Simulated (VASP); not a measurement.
# TiO2 (I4_1/amd) in VASP: single point with r2SCAN

Aim: the single point of TiO2 with r2SCAN.

All numbers are computed with VASP 6.6.1; they aren't measurements. Logs are shortened: lines on timing, memory, paths and dates and some standing lists are left out, and cuts for length are marked.

**1. The cell of the first run**

It takes space group I4_1/amd (No. 141, tetragonal). The conventional cell has a = 3.891 Å, b = 3.891 Å, c = 9.870 Å, α = 90.00°, β = 90.00°, γ = 90.00°. Within 2.6 Å of Ti (site symmetry -4m2) lie 6 O at 1.99 to 2.05 Å. Within 2.6 Å of O (site symmetry 2mm) lie 3 Ti at 1.99 to 2.05 Å and 2 O at 2.53 Å.

**2. Single point, r2SCAN (strain +0.030 along x and y, +0.030 along z)**

POSCAR reads:

```
TiO2
1.0
   -1.9456413795      1.9456413795      4.9351408754
    1.9456413795     -1.9456413795      4.9351408754
    1.9456413795      1.9456413795     -4.9351408754
Ti O
2 4
Direct
    0.0000000000      0.0000000000      0.0000000000
    0.7500000000      0.2500000000      0.5000000000
    0.2073045411      0.2073045411      0.0000000000
    0.9573045411      0.4573045411      0.5000000000
    0.5426954589      0.0426954589      0.5000000000
    0.7926954589      0.7926954589      0.0000000000
```

INCAR.step1 reads:

```
ALGO = Normal ; EDIFF = 1E-4
ENCUT = 520 ; GGA = PE
ISMEAR = 0 ; LASPH = T
LCHARG = F ; LREAL = F
LWAVE = T ; NBANDS = 33
NELM = 100 ; PREC = Accurate
SIGMA = 0.05
```

INCAR.step2 reads:

```
ALGO = Normal ; EDIFF = 1E-7
ENCUT = 520 ; ISIF = 2
ISMEAR = 0 ; ISTART = 1
LASPH = T ; LCHARG = T
LELF = T ; LMIXTAU = T
LREAL = F ; LVHAR = T
LWAVE = F ; METAGGA = R2SCAN
NBANDS = 33 ; NELM = 100
PREC = Accurate ; SIGMA = 0.05
```

KPOINTS reads:

```
k-points
0
Gamma
  8 8 8
```

Potentials or basis: VASP PAW PBE potentials, release 64 (Ti_sv, O).

Started as:

```bash
$ cat potpaw_PBE.64/Ti_sv/POTCAR potpaw_PBE.64/O/POTCAR > POTCAR
$ cp INCAR.step1 INCAR
$ mpirun -np 1 vasp_std > vasp.out
$ cp INCAR.step2 INCAR
$ mpirun -np 1 vasp_std > vasp.out
```

OUTCAR:

```text
EDIFF = 1E-7
   ENCUT = 520
   ISIF = 2
   ISMEAR = 0
   ISTART = 1
   LASPH = T
   LREAL = F
   METAGGA = R2SCAN
   NELM = 100
   PREC = Accurate

 ion  position               nearest neighbor table
   1  0.000  0.000  0.000-   5 1.99   4 1.99   5 1.99   4 1.99   3 2.05   6 2.05
   2  0.750  0.250  0.500-   6 1.99   3 1.99   6 1.99   3 1.99   4 2.05   5 2.05
   3  0.207  0.207  0.000-   2 1.99   2 1.99   1 2.05
   4  0.957  0.457  0.500-   1 1.99   1 1.99   2 2.05
   5  0.543  0.043  0.500-   1 1.99   1 1.99   2 2.05
   6  0.793  0.793  0.000-   2 1.99   2 1.99   1 2.05

  LATTYP: Found a body centered tetragonal cell.
 ALAT       =     3.8912827590
 C/A-ratio  =     2.5365110587

  Lattice vectors:

 A1 = (  -1.9456413795,   1.9456413795,   4.9351408754)
 A2 = (   1.9456413795,  -1.9456413795,   4.9351408754)
 A3 = (   1.9456413795,   1.9456413795,  -4.9351408754)

Analysis of symmetry for initial positions (statically):
=====================================================================
 Subroutine PRICEL returns:
 Original cell was already a primitive cell.

 Routine SETGRP: Setting up the symmetry group for a
 body centered tetragonal supercell.

 Subroutine GETGRP returns: Found 16 space group operations
 (whereof  8 operations were pure point group operations)
 out of a pool of 16 trial point group operations.

The static configuration has the point symmetry D_2d.
 The point group associated with its full space group is D_4h.

Analysis of symmetry for dynamics (positions and initial velocities):
=====================================================================
 Subroutine PRICEL returns:
 Original cell was already a primitive cell.

 Routine SETGRP: Setting up the symmetry group for a
 body centered tetragonal supercell.

 Subroutine GETGRP returns: Found 16 space group operations
 (whereof  8 operations were pure point group operations)
 out of a pool of 16 trial point group operations.

The dynamic configuration has the point symmetry D_2d.
 The point group associated with its full space group is D_4h.

 Subroutine INISYM returns: Found 16 space group operations
 (whereof  8 operations are pure point group operations),
 and found     1 'primitive' translations

----------------------------------------------------------------------------------------

                                     Primitive cell

  volume of cell :      74.7283

  direct lattice vectors                    reciprocal lattice vectors
    -1.945641380  1.945641380  4.935140875     0.000000000  0.256984666  0.101314230
     1.945641380 -1.945641380  4.935140875     0.256984666  0.000000000  0.101314230
     1.945641380  1.945641380 -4.935140875     0.256984666  0.256984666  0.000000000

  length of vectors
     5.650367795  5.650367795  5.650367795     0.276234849  0.276234849  0.363431200

  position of ions in fractional coordinates (direct lattice)
     0.000000000  0.000000000  0.000000000
     0.750000000  0.250000000  0.500000000
     0.207304541  0.207304541  0.000000000
     0.957304541  0.457304541  0.500000000
     0.542695459  0.042695459  0.500000000
     0.792695459  0.792695459  0.000000000

  ion indices of the primitive-cell ions
   primitive index   ion index
                 1           1
                 2           2
                 3           3
                 4           4
                 5           5
                 6           6

----------------------------------------------------------------------------------------

 KPOINTS: k-points

Automatic generation of k-mesh.
 Grid dimensions read from file:
 generate k-points for:    8    8    8

 Generating k-lattice:

  Cartesian coordinates                     Fractional coordinates (reciprocal lattice)
     0.000000000  0.032123083  0.012664279     0.125000000  0.000000000  0.000000000
     0.032123083  0.000000000  0.012664279     0.000000000  0.125000000  0.000000000
     0.032123083  0.032123083  0.000000000     0.000000000  0.000000000  0.125000000

  Length of vectors
     0.034529356  0.034529356  0.045428900

  Shift w.r.t. Gamma in fractional coordinates (k-lattice)
     0.000000000  0.000000000  0.000000000

 Subroutine IBZKPT returns following result:
 ===========================================

 Found     59 irreducible k-points:

 Following reciprocal coordinates:
            Coordinates               Weight
  0.000000  0.000000  0.000000      1.000000
  0.125000  0.000000 -0.000000      8.000000
  0.250000  0.000000 -0.000000      8.000000
  0.375000  0.000000 -0.000000      8.000000
  0.500000  0.000000 -0.000000      4.000000
  0.125000  0.125000 -0.000000      8.000000
[... 16 lines left out ...]
  0.250000  0.125000  0.125000     16.000000
  0.375000  0.125000  0.125000      8.000000
 [... further k-points ...]
   k-points           NKPTS =     59   k-points in BZ     NKDIM =     59   number of bands    NBANDS=     33
   number of dos      NEDOS =    301   number of ions     NIONS =      6
   total plane-waves  NPLWV =  74088
   dimension x,y,z NGX =    42 NGY =   42 NGZ =   42
   dimension x,y,z NGXF=    84 NGYF=   84 NGZF=   84
   ions per type =               2   4
   NGX,Y,Z   is equivalent  to a cutoff of  12.36, 12.36, 12.36 a.u.
   NGXF,Y,Z  is equivalent  to a cutoff of  24.71, 24.71, 24.71 a.u.
 SYSTEM =  unknown system
   PREC   = accura    normal or accurate (medium, high low for compatibility)
   ISTART =      1    job   : 0-new  1-cont  2-samecut
   ICHARG =      0    charge: 1-file 2-atom 10-const
   ISPIN  =      1    spin polarized calculation?
   LNONCOLLINEAR =      F non collinear calculations
   LSORBIT =      F    spin-orbit coupling
   LASPH  =      T    aspherical Exc in radial PAW
   ENCUT  =  520.0 eV  38.22 Ry    6.18 a.u.  10.51 10.51 10.51*2*pi/ulx,y,z
   NELM   =    100;   NELMIN=  2; NELMDL=  0     # of ELM steps
   EDIFF  = 0.1E-06   stopping-criterion for ELM
   LREAL  =      F    real-space projection
   EDIFFG = 0.1E-05   stopping-criterion for IOM
   NSW    =      0    number of steps for IOM
   IBRION =     -1    ionic relax: 0-MD 1-quasi-New 2-CG
   NFREE  =      0    steps in history (QN), initial steepest desc. (CG)
   ISIF   =      2    stress and relaxation
   ISYM   =      2    0-nonsym 1-usesym 2-fastsym
   POTIM  = 0.5000    time-step for ionic-motion
   TEBEG  =    0.0;   TEEND  =   0.0 temperature during run
   PSTRESS=    0.0 pullay stress
   NELECT =      48.0000    total number of electrons
   NUPDOWN=      -1.0000    fix difference up-down
   EMIN   =  10.00;   EMAX   =-10.00  energy-range for DOS
   EFERMI =   0.00;   METHOD = LEGACY
   ISMEAR =     0;   SIGMA  =   0.05  broadening in eV -4-tet -1-fermi 0-gaus
   EFERMI_NEDOS =   21; number of points for ismear=-14 and -15
   IALGO  =     38    algorithm
   IMIX   =      4    mixing-type and parameters
     AMIX     =   0.40;   BMIX     =  1.00
     AMIX_MAG =   1.60;   BMIX_MAG =  1.00
  volume/ion in A,a.u.               =      12.45        84.05
  Fermi-wavevector in a.u.,A,eV,Ry     =   1.412517  2.669269 27.146383  1.995203
  Thomas-Fermi vector in A             =   2.534257
   LORBIT       =      0    0 simple, 1 ext, 2 COOP (PROOUT), +10 PAW based schemes
   METAGGA = R2SCAN    functional components
   LHFCALC =     F    Hartree Fock is set to
   AEXX    =    0.0000 exact exchange contribution
   IVDW    =     0    specifies the selected vdW correction
   LEPSILON=     F    determine dielectric tensor
   LRPA    =     F    only Hartree local field effects (RPA)
 non-spin polarized calculation
 Gauss-broadening in eV      SIGMA  =   0.05
  energy-cutoff  :      520.00
  volume of cell :       74.73
 maximum number of plane-waves:      2034
   NGX = 21   NGY = 21   NGZ = 21

 number of electron      48.0000008 magnetization

 Free energy of the ion-electron system (eV)
  ---------------------------------------------------
  ext. energy  EPLUGINS =         0.00000000
  ---------------------------------------------------
  free energy    TOTEN  =       -69.55224253 eV

  energy without entropy =      -69.55224253  energy(sigma->0) =      -69.55224253

 E-fermi :   2.4757     XC(G=0): -10.9656

 val. band max:        2.2248783725   @ k =  -0.3750   0.3750   0.0000
 cond. band min:       4.5676807163   @ k =   0.0000   0.0000   0.0000
 fundamental gap:      2.3428023438
 Fermi energy:         2.4757171944

 k-point     1 :       0.0000    0.0000    0.0000
  band No.  band energies     occupation
      1     -56.7327      2.00000
      2     -56.6944      2.00000
      3     -32.0277      2.00000
      4     -31.8501      2.00000
      5     -31.8501      2.00000
      6     -31.8017      2.00000
[... 25 lines left out ...]
     32       7.0682      0.00000
     33       7.1723      0.00000

 k-point     2 :       0.1250    0.0000   -0.0000
  band No.  band energies     occupation
      1     -56.7314      2.00000
      2     -56.6953      2.00000
      3     -32.0246      2.00000
      4     -31.8649      2.00000
      5     -31.8511      2.00000
      6     -31.8077      2.00000
[... 25 lines left out ...]
     32       7.3114      0.00000
     33       7.5746      0.00000

 k-point     3 :       0.2500    0.0000   -0.0000
  band No.  band energies     occupation
      1     -56.7280      2.00000
      2     -56.6977      2.00000
      3     -32.0172      2.00000
      4     -31.8985      2.00000
      5     -31.8532      2.00000
      6     -31.8204      2.00000
[... 25 lines left out ...]
     32       7.6731      0.00000
     33       8.0426      0.00000

 k-point     4 :       0.3750    0.0000   -0.0000
  band No.  band energies     occupation
      1     -56.7238      2.00000
      2     -56.7008      2.00000
      3     -32.0095      2.00000
      4     -31.9318      2.00000
      5     -31.8550      2.00000
      6     -31.8294      2.00000
[... 673 lines left out ...]
     32       8.4098      0.00000
     33       8.8001      0.00000

 k-point    23 :       0.2500    0.1250    0.1250
  band No.  band energies     occupation
      1     -56.7204      2.00000
      2     -56.7027      2.00000
      3     -32.0091      2.00000
      4     -31.9476      2.00000
      5     -31.8811      2.00000
      6     -31.8515      2.00000
[... 25 lines left out ...]
     32       8.4742      0.00000
     33       8.9396      0.00000

 k-point    24 :       0.3750    0.1250    0.1250
  band No.  band energies     occupation
      1     -56.7181      2.00000
      2     -56.7046      2.00000
      3     -32.0050      2.00000
      4     -31.9614      2.00000
      5     -31.8824      2.00000
      6     -31.8564      2.00000
[... 25 lines left out ...]
     32       8.4656      0.00000
     33       9.0242      0.00000

 [... further k-points ...]
[... 5 lines left out ...]
  --------------------------------------------------------------------------------------
  -------------------------------------------------------------------------------------
  Total       -7.2191077     -7.2191077     -7.6908584      0.0000000      0.0000000      0.0000000
  in kB     -154.7779060   -154.7779060   -164.8922575      0.0000000      0.0000000      0.0000000
  external PRESSURE =    -158.1493565 kB  Pullay stress =       0.0000000 kB

 VOLUME and BASIS-vectors are now :
 -----------------------------------------------------------------------------
  energy-cutoff  :      520.00
  volume of cell :       74.73
      direct lattice vectors                 reciprocal lattice vectors
    -1.945641380  1.945641380  4.935140875     0.000000000  0.256984666  0.101314230
     1.945641380 -1.945641380  4.935140875     0.256984666  0.000000000  0.101314230
     1.945641380  1.945641380 -4.935140875     0.256984666  0.256984666  0.000000000

 POSITION                                       TOTAL-FORCE (eV/Angst)
 -----------------------------------------------------------------------------------
      0.00000      0.00000      0.00000        -0.000000     -0.000000      0.000000
     -0.00000      1.94564      2.46757        -0.000000     -0.000000      0.000000
      0.00000      0.00000      2.04615         0.000000      0.000000     -0.440875
      0.00000      1.94564      4.51372         0.000000      0.000000     -0.440875
      0.00000      1.94564      0.42142        -0.000000     -0.000000      0.440875
      0.00000      0.00000      7.82413         0.000000      0.000000      0.440875
 -----------------------------------------------------------------------------------
    total drift:                               -0.000000     -0.000000      0.000000

  FREE ENERGIE OF THE ION-ELECTRON SYSTEM (eV)
  ---------------------------------------------------
  free  energy   TOTEN  =       -69.5522425311 eV

  energy  without entropy=      -69.5522425311  energy(sigma->0) =      -69.55224253
```

It took 11 min on 1 thread of AMD EPYC 9R45 (Zen 5), shared host; peak memory 0.31 GiB.

Results:

```
Free energy            : -69.5522 eV
Pressure               : -15.8 GPa
Largest force          : 0.441 eV/Å
Band gap on the k mesh : 2.34 eV, indirect (least direct gap 2.64 eV)
```

Forces on the atoms (eV/Å):
```
Ti   0.000  0.000  0.000
Ti   0.000  0.000  0.000
O    0.000  0.000 -0.441
O    0.000  0.000 -0.441
O    0.000  0.000  0.441
O    0.000  0.000  0.441
```

Caveat: the cell differs from its parent crystal (strain +0.030 along x and y, +0.030 along z); the PAW data sets were made with another functional, which shifts forces and pressure a little.
